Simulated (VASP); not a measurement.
# Si2Mo (I4/mmm) in VASP: notebook

Si2Mo is run at these levels: PBE; tasks: single point, relaxation of cell and atoms.

All numbers are computed with VASP 6.6.1; they aren't measurements. Logs are shortened: lines on timing, memory, paths and dates and some standing lists are left out, and cuts for length are marked.

### 1 The cell of the first run

The structure is tetragonal, space group I4/mmm (No. 139). Conventional cell: a = 3.223 Å, b = 3.223 Å, c = 7.900 Å, α = 90.00°, β = 90.00°, γ = 90.00°. Si (site symmetry 4mm) has 9 Si at 2.60 to 3.22 Å and 5 Mo at 2.63 to 2.65 Å within 3.4 Å. Within 3.5 Å of Mo (site symmetry 4/mmm) lie 10 Si at 2.63 to 2.65 Å and 4 Mo at 3.22 Å.

### 2 Single point, PBE

Input file INCAR:

```
PREC     = Accurate       # precision mode
ENCUT    = 520            # plane-wave cutoff, eV
EDIFF    = 1E-6           # SCF threshold, eV
ISMEAR   = -1             # smearing method
SIGMA    = 0.05           # smearing width, eV
LREAL    = False          # projectors in reciprocal space
LASPH    = True           # aspherical terms in the spheres
NELM     = 100            # most SCF steps
ALGO     = Normal         # electronic algorithm
ISIF     = 2              # what is computed and relaxed
LWAVE    = False          # write WAVECAR
LCHARG   = False          # write CHGCAR
GGA      = PE             # functional
NBANDS   = 18             # bands
```

Input file KPOINTS:

```
Automatic mesh
0
Gamma
  16 16 16
```

Input file POSCAR:

```
Si2Mo
1.0
   -1.6116874498      1.6116874498      3.9499031357
    1.6116874498     -1.6116874498      3.9499031357
    1.6116874498      1.6116874498     -3.9499031357
Si Mo
2 1
Direct
    0.3351496572      0.3351496572      0.0000000000
    0.6648503428      0.6648503428      0.0000000000
    0.0000000000      0.0000000000      0.0000000000
```

Potentials or basis: VASP PAW PBE potentials, release 64 (Si, Mo_sv).

The run is started by

```bash
$ cat potpaw_PBE.64/Si/POTCAR potpaw_PBE.64/Mo_sv/POTCAR > POTCAR
$ mpirun -np 1 vasp_std > vasp.out
```

OUTCAR:

```text
PREC = Accurate
   ENCUT = 520
   EDIFF = 1E-6
   ISMEAR = -1
   LREAL = False
   LASPH = True
   NELM = 100
   ISIF = 2
   GGA = PE

 ion  position               nearest neighbor table
   1  0.335  0.335  0.000-   2 2.60   3 2.63   3 2.63   3 2.63   3 2.63   2 2.65   2 2.65   2 2.65
                             2 2.65   3 2.65
   2  0.665  0.665  0.000-   1 2.60   3 2.63   3 2.63   3 2.63   3 2.63   1 2.65   1 2.65   1 2.65
                             1 2.65   3 2.65
   3  0.000  0.000  0.000-   2 2.63   1 2.63   2 2.63   1 2.63   2 2.63   1 2.63   1 2.63   2 2.63
                             1 2.65   2 2.65

  LATTYP: Found a body centered tetragonal cell.
 ALAT       =     3.2233748996
 C/A-ratio  =     2.4507873013

  Lattice vectors:

 A1 = (  -1.6116874498,   1.6116874498,   3.9499031357)
 A2 = (   1.6116874498,  -1.6116874498,   3.9499031357)
 A3 = (   1.6116874498,   1.6116874498,  -3.9499031357)

Analysis of symmetry for initial positions (statically):
=====================================================================
 Subroutine PRICEL returns:
 Original cell was already a primitive cell.

 Routine SETGRP: Setting up the symmetry group for a
 body centered tetragonal supercell.

 Subroutine GETGRP returns: Found 16 space group operations
 (whereof 16 operations were pure point group operations)
 out of a pool of 16 trial point group operations.

The static configuration has the point symmetry D_4h.

Analysis of symmetry for dynamics (positions and initial velocities):
=====================================================================
 Subroutine PRICEL returns:
 Original cell was already a primitive cell.

 Routine SETGRP: Setting up the symmetry group for a
 body centered tetragonal supercell.

 Subroutine GETGRP returns: Found 16 space group operations
 (whereof 16 operations were pure point group operations)
 out of a pool of 16 trial point group operations.

The dynamic configuration has the point symmetry D_4h.

 Subroutine INISYM returns: Found 16 space group operations
 (whereof 16 operations are pure point group operations),
 and found     1 'primitive' translations

----------------------------------------------------------------------------------------

                                     Primitive cell

  volume of cell :      41.0401

  direct lattice vectors                    reciprocal lattice vectors
    -1.611687450  1.611687450  3.949903136     0.000000000  0.310233848  0.126585383
[... 89 lines left out ...]
   LREAL  =      F    real-space projection
   EDIFFG = 0.1E-04   stopping-criterion for IOM
   NSW    =      0    number of steps for IOM
   IBRION =     -1    ionic relax: 0-MD 1-quasi-New 2-CG
   NFREE  =      0    steps in history (QN), initial steepest desc. (CG)
   ISIF   =      2    stress and relaxation
   ISYM   =      2    0-nonsym 1-usesym 2-fastsym
   POTIM  = 0.5000    time-step for ionic-motion
   TEBEG  =    0.0;   TEEND  =   0.0 temperature during run
   PSTRESS=    0.0 pullay stress
   NELECT =      22.0000    total number of electrons
   NUPDOWN=      -1.0000    fix difference up-down
   EMIN   =  10.00;   EMAX   =-10.00  energy-range for DOS
   EFERMI =   0.00;   METHOD = LEGACY
   ISMEAR =    -1;   SIGMA  =   0.05  broadening in eV -4-tet -1-fermi 0-gaus
   EFERMI_NEDOS =   21; number of points for ismear=-14 and -15
   IALGO  =     38    algorithm
   IMIX   =      4    mixing-type and parameters
     AMIX     =   0.40;   BMIX     =  1.00
     AMIX_MAG =   1.60;   BMIX_MAG =  1.00
  volume/ion in A,a.u.               =      13.68        92.32
  Fermi-wavevector in a.u.,A,eV,Ry     =   1.329882  2.513112 24.063067  1.768585
  Thomas-Fermi vector in A             =   2.459011
   LORBIT       =      0    0 simple, 1 ext, 2 COOP (PROOUT), +10 PAW based schemes
   GGA     = PE    functional components
   LHFCALC =     F    Hartree Fock is set to
   AEXX    =    0.0000 exact exchange contribution
   IVDW    =     0    specifies the selected vdW correction
   LEPSILON=     F    determine dielectric tensor
   LRPA    =     F    only Hartree local field effects (RPA)
 non-spin polarized calculation
  energy-cutoff  :      520.00
  volume of cell :       41.04
 maximum number of plane-waves:      1134
 NGX is ok and might be reduce to    36
   NGX = 17   NGY = 17   NGZ = 17

 number of electron      22.0000000 magnetization

 Free energy of the ion-electron system (eV)
  ---------------------------------------------------
  ext. energy  EPLUGINS =         0.00000000
  ---------------------------------------------------
  free energy    TOTEN  =       -23.26126326 eV

  energy without entropy =      -23.25898432  energy(sigma->0) =      -23.26012379

 E-fermi :  11.9584     XC(G=0): -12.3341

 val. band max:       11.9514919596   @ k =  -0.3750   0.5000   0.3750
 cond. band min:      11.9654800008   @ k =  -0.4375  -0.4375   0.3125
 fundamental gap:      0.0139880412
 Fermi energy:        11.9584145339

 k-point     1 :       0.0000    0.0000    0.0000
  band No.  band energies     occupation
      1     -48.7831      2.00000
      2     -22.9202      2.00000
      3     -22.8552      2.00000
      4     -22.8552      2.00000
      5      -1.3021      2.00000
      6       5.6979      2.00000
[... 481 lines left out ...]
      5      -1.1830      2.00000
      6       5.8038      2.00000
[... 10 lines left out ...]
     17      17.2497      0.00000
     18      17.5247      0.00000

 [... further k-points ...]

------------------------ aborting loop because EDIFF is reached ----------------------------------------

  FORCE on cell =-STRESS in cart. coord.  units (eV):
  Direction    XX          YY          ZZ          XY          YZ          ZX
  --------------------------------------------------------------------------------------
  -------------------------------------------------------------------------------------
  Total       -0.2887573     -0.2887573     -0.4722472      0.0000000     -0.0000000      0.0000000
  in kB      -11.2728965    -11.2728965    -18.4362193      0.0000000     -0.0000000      0.0000000
  external PRESSURE =     -13.6606707 kB  Pullay stress =       0.0000000 kB

 VOLUME and BASIS-vectors are now :
 -----------------------------------------------------------------------------
  energy-cutoff  :      520.00
  volume of cell :       41.04
      direct lattice vectors                 reciprocal lattice vectors
    -1.611687450  1.611687450  3.949903136     0.000000000  0.310233848  0.126585383
     1.611687450 -1.611687450  3.949903136     0.310233848  0.000000000  0.126585383
     1.611687450  1.611687450 -3.949903136     0.310233848  0.310233848  0.000000000

 POSITION                                       TOTAL-FORCE (eV/Angst)
 -----------------------------------------------------------------------------------
      0.00000      0.00000      2.64762         0.000000      0.000000      0.007861
      0.00000      0.00000      5.25219         0.000000      0.000000     -0.007861
      0.00000      0.00000      0.00000        -0.000000     -0.000000     -0.000000
 -----------------------------------------------------------------------------------
    total drift:                                0.000000     -0.000000      0.000000

  FREE ENERGIE OF THE ION-ELECTRON SYSTEM (eV)
  ---------------------------------------------------
  free  energy   TOTEN  =       -23.2612632629 eV

  energy  without entropy=      -23.2589843194  energy(sigma->0) =      -23.26012379
```

OSZICAR:

```text
N       E                     dE             d eps       ncg     rms          rms(c)
DAV:   1     0.120157338481E+03    0.12016E+03   -0.11298E+04 12604   0.116E+03
DAV:   2    -0.210474783938E+02   -0.14120E+03   -0.13830E+03 15076   0.297E+02
DAV:   3    -0.241645810283E+02   -0.31171E+01   -0.30770E+01 15606   0.391E+01
DAV:   4    -0.241828945262E+02   -0.18313E-01   -0.18299E-01 14856   0.324E+00
DAV:   5    -0.241830192220E+02   -0.12470E-03   -0.12469E-03 14714   0.283E-01    0.205E+01
DAV:   6    -0.234335570046E+02    0.74946E+00   -0.60902E+00 13188   0.158E+01    0.441E+00
DAV:   7    -0.232971810319E+02    0.13638E+00   -0.96722E-01 13062   0.583E+00    0.426E+00
DAV:   8    -0.232620672901E+02    0.35114E-01   -0.10363E-01 13650   0.236E+00    0.457E-01
DAV:   9    -0.232613226167E+02    0.74467E-03   -0.21227E-03 15220   0.366E-01    0.256E-01
DAV:  10    -0.232612811264E+02    0.41490E-04   -0.57109E-04 13940   0.200E-01    0.540E-02
DAV:  11    -0.232612673532E+02    0.13773E-04   -0.20002E-04 13682   0.105E-01    0.443E-02
DAV:  12    -0.232612637482E+02    0.36050E-05   -0.28268E-05 13390   0.372E-02    0.839E-03
DAV:  13    -0.232612632629E+02    0.48533E-06   -0.10531E-06  7278   0.876E-03
   1 F= -.23261263E+02 E0= -.23260124E+02  d E =-.227894E-02
```

Run time: 6.9 min. Hardware: 1 thread of Intel Xeon 8259CL, shared host; peak memory 0.39 GiB.

Results:

| Quantity | Value |
| --- | --- |
| Free energy | -23.2613 eV |
| Pressure | -1.4 GPa |
| Largest force | 0.008 eV/Å |
| Band gap on the k mesh | zero (bands 11 and 12 overlap by 0.94 eV) |

Forces on the atoms (eV/Å):
```
Si   0.000  0.000  0.008
Si   0.000  0.000 -0.008
Mo   0.000  0.000  0.000
```

Levels at points of the mesh, in eV from the Fermi level:
```csv
k point,band 8,band 9,band 10,band 11,band 12,band 13,band 14,band 15
"(0.00, 0.00, 0.00)",-2.95,-2.55,-2.55,0.36,3.04,3.28,3.46,3.46
"(0.50, 0.00, 0.00)",-4.43,-2.51,-2.50,-0.47,2.20,3.07,3.91,4.14
"(0.50, 0.50, 0.00)",-5.20,-4.35,-2.97,-1.21,2.25,2.64,3.06,3.28
"(0.50, 0.50, 0.50)",-2.12,-0.56,-0.56,-0.47,-0.47,0.49,4.64,4.90
```

### 3 Relaxation of cell and atoms, PBE

This run uses another cell than the first one, of 13.42 Å³/atom.

Input file INCAR:

```
PREC = Accurate ; ENCUT = 600
EDIFF = 1E-6 ; ISMEAR = -1
SIGMA = 0.05 ; LREAL = F
LASPH = T ; NELM = 60
ALGO = Normal ; ISIF = 3
LWAVE = F ; LCHARG = F
GGA = PE ; IBRION = 2
NSW = 70 ; EDIFFG = -0.005
```

Input file KPOINTS:

```
regular mesh
0
Gamma
  16 16 16
```

Input file POSCAR:

```
Si2Mo
1.0
   -1.6000000000      1.6000000000      3.9305000000
    1.6000000000     -1.6000000000      3.9305000000
    1.6000000000      1.6000000000     -3.9305000000
Si Mo
2 1
Direct
    0.3330000000      0.3330000000      0.0000000000
    0.6670000000      0.6670000000      0.0000000000
    0.0000000000      0.0000000000      0.0000000000
```

Potentials or basis: VASP PAW PBE potentials, release 64 (Si, Mo_sv).

The run is started by

```bash
$ cat potpaw_PBE.64/Si/POTCAR potpaw_PBE.64/Mo_sv/POTCAR > POTCAR
$ mpirun -np 1 vasp_std > vasp.out
```

Wall time 7.4 min (1 thread of Intel Xeon 6975P-C (Granite Rapids), shared host); peak memory 0.4 GiB.

Results (log left out):

| Property | Result |
| --- | --- |
| Free energy | -23.2623 eV |
| Relaxed volume | 13.59 Å³/atom |
| Relaxed cell | a = 4.547 Å, b = 4.547 Å, c = 4.547 Å, α = 138.56°, β = 138.56°, γ = 60.04° |
| Space group after relaxing (to 0.1 Å) | I4/mmm (No. 139) |
| Energy gained by relaxing | 2.9 meV/atom |
| Ionic steps | 7 |
| Pressure after relaxing | 0.0 GPa |
| Band gap on the k mesh | zero (bands 11 and 12 overlap by 0.95 eV) |

The path:
| step | energy change (eV) | largest force (eV/Å) | pressure (GPa) | volume (Å³) |
| --- | --- | --- | --- | --- |
| 1 | 0.0000 | 0.2759 | 2.37 | 40.25 |
| 2 | -0.0016 | 0.0897 | -3.23 | 41.42 |
| 3 | -0.0067 | 0.1740 | -0.70 | 40.86 |
| 4 | -0.0085 | 0.0129 | 0.14 | 40.74 |
| 5 | -0.0085 | 0.0142 | 0.01 | 40.76 |
| 6 | -0.0086 | 0.0038 | 0.00 | 40.76 |
| 7 | -0.0086 | 0.0003 | 0.00 | 40.76 |

Final structure:
```
Si Mo
1.0
    -1.60877    1.60877    3.93712
     1.60877   -1.60877    3.93712
     1.60877    1.60877   -3.93712
Si Mo
2 1
Direct
  0.33508 0.33508 0.00000
  0.66492 0.66492 0.00000
  0.00000 0.00000 0.00000
```

Levels at points of the mesh, in eV from the Fermi level:
```tsv
k point	band 9	band 10	band 11	band 12	band 13	band 14
(0.00, 0.00, 0.00)	-2.58	-2.58	0.37	3.07	3.25	3.48
(0.50, 0.00, 0.00)	-2.54	-2.51	-0.48	2.22	3.08	3.97
(0.50, 0.50, 0.00)	-4.38	-2.99	-1.21	2.27	2.68	3.10
(0.50, 0.50, 0.50)	-0.56	-0.56	-0.48	-0.48	0.50	4.70
```
